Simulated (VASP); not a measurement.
Input of a VASP 6.6.1 run:

The input POSCAR:

```
Na2S
1.0
    0.0000000000      3.2554286216      3.2554286216
    3.2554286216      0.0000000000      3.2554286216
    3.2554286216      3.2554286216      0.0000000000
Na S
2 1
Direct
    0.2500000000      0.2500000000      0.2500000000
    0.7500000000      0.7500000000      0.7500000000
    0.0000000000      0.0000000000      0.0000000000
```

INCAR.step1

```
PREC     = Accurate       # precision mode
ENCUT    = 550            # plane-wave cutoff, eV
ISMEAR   = 0              # smearing method
SIGMA    = 0.01           # smearing width, eV
LREAL    = False          # projectors in reciprocal space
LASPH    = True           # aspherical terms in the spheres
NELM     = 120            # most SCF steps
NBANDS   = 17             # bands
GGA      = PE             # functional
ALGO     = Normal         # electronic algorithm
EDIFF    = 1E-5           # SCF threshold, eV
LWAVE    = True           # write WAVECAR
LCHARG   = False          # write CHGCAR
GGA_COMPAT= False
```

Contents of INCAR.step2:

```
PREC     = Accurate       # precision mode
ENCUT    = 550            # plane-wave cutoff, eV
EDIFF    = 1E-6           # SCF threshold, eV
ISMEAR   = 0              # smearing method
SIGMA    = 0.01           # smearing width, eV
LREAL    = False          # projectors in reciprocal space
LASPH    = True           # aspherical terms in the spheres
NELM     = 120            # most SCF steps
ALGO     = Normal         # electronic algorithm
ISIF     = 2              # what is computed and relaxed
LWAVE    = False          # write WAVECAR
LCHARG   = False          # write CHGCAR
METAGGA  = R2SCAN         # meta-GGA
LMIXTAU  = True         
NBANDS   = 17             # bands
ISTART   = 1            
GGA_COMPAT= False
```

Contents of KPOINTS:

```
regular mesh
0
Gamma
  8 8 8
```

Potentials or basis: VASP PAW PBE potentials, release 64 (Na_pv, S).

Run with:

```bash
$ cat potpaw_PBE.64/Na_pv/POTCAR potpaw_PBE.64/S/POTCAR > POTCAR
$ cp INCAR.step1 INCAR
$ mpirun -np 1 vasp_std > vasp.out
$ cp INCAR.step2 INCAR
$ mpirun -np 1 vasp_std > vasp.out
```

Q: What does it give for the pressure?

A: -0.1 GPa.

Q: Estimate the band gap on the k mesh.

A: 3.11 eV, direct.

Caveat: the PAW data sets were made with another functional, which shifts forces and pressure a little. A k mesh can miss the band edges.
